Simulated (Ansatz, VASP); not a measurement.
Two plane-wave programs on HfO2

Contents of INCAR:

```
SYSTEM = HfO2
PREC = Accurate ; ENCUT = 520
EDIFF = 1E-6 ; ISMEAR = 0
SIGMA = 0.05 ; LREAL = .False.
LASPH = .True. ; NELM = 100
ALGO = Normal ; ISIF = 2
LWAVE = .False. ; LCHARG = .False.
GGA = PE ; NBANDS = 18
```

File KPOINTS:

```
Automatic mesh
0
Gamma
  8 8 8
  0 0 0
```

The input POSCAR:

```
HfO2
1.0
   -0.1991543766      2.4305248924      2.4305248924
    2.4305248924     -0.1991543766      2.4305248924
    2.4305248924      2.4305248924     -0.1991543766
Hf O
1 2
Direct
    0.0000000000      0.0000000000      0.0000000000
    0.2500000000      0.2500000000      0.2500000000
    0.7500000000      0.7500000000      0.7500000000
```

Input for Ansatz:

```yaml
crystal:
  lattice:
    - [-0.1991543766, 2.4305248924, 2.4305248924]
    - [2.4305248924, -0.1991543766, 2.4305248924]
    - [2.4305248924, 2.4305248924, -0.1991543766]
  atoms:
    - { symbol: Hf, position: [0.0, 0.0, 0.0] }
    - { symbol: O, position: [0.25, 0.25, 0.25] }
    - { symbol: O, position: [0.75, 0.75, 0.75] }
basis:
  ecutwfc: 520.0
kpoints:
  mp_grid: { grid: [8, 8, 8] }
hamiltonian:
  xc: pbe
  pseudopotentials: { kind: paw, azcp: { folder: soft_1 } }
scf:
  occupations: { method: gaussian, width: 0.05 }
output:
  forces: true
  stress: true
  eigenvalues: true
```

Alike in both runs: task single point; functional PBE; k mesh 8 × 8 × 8; occupations gaussian, width 0.05 eV; no spin polarisation.

```csv
,VASP,Ansatz
version,VASP 6.6.1,Ansatz 0.2.0
potentials or method,"VASP PAW PBE potentials, release 64 (Hf_pv, O), cutoff 520 eV","scalar-relativistic, plane waves, PAW"
valence electrons in the cell,22,38
```

Ansatz gave:

* gap on the k mesh at the Fermi level (eV): 3.96
* least direct gap on the mesh (eV): 3.96
* pressure (GPa): 12.4
* traceless stress, the component that is largest in VASP (GPa): 12.20
* rms of the force components (eV/Å): 0.841

Estimate VASP's values.

gap on the k mesh at the Fermi level (eV): 3.98; least direct gap on the mesh (eV): 3.98; pressure (GPa): 8.6; traceless stress, the component that is largest in VASP (GPa): 11.86; rms of the force components (eV/Å): 0.803.

Atom by atom the forces differ by 0.039 eV/Å (rms over components). VASP's potentials hold 22 valence electrons a cell and Ansatz's 38, so a difference there can come from the potentials and not from the codes.

Neither program's run includes spin-orbit coupling.
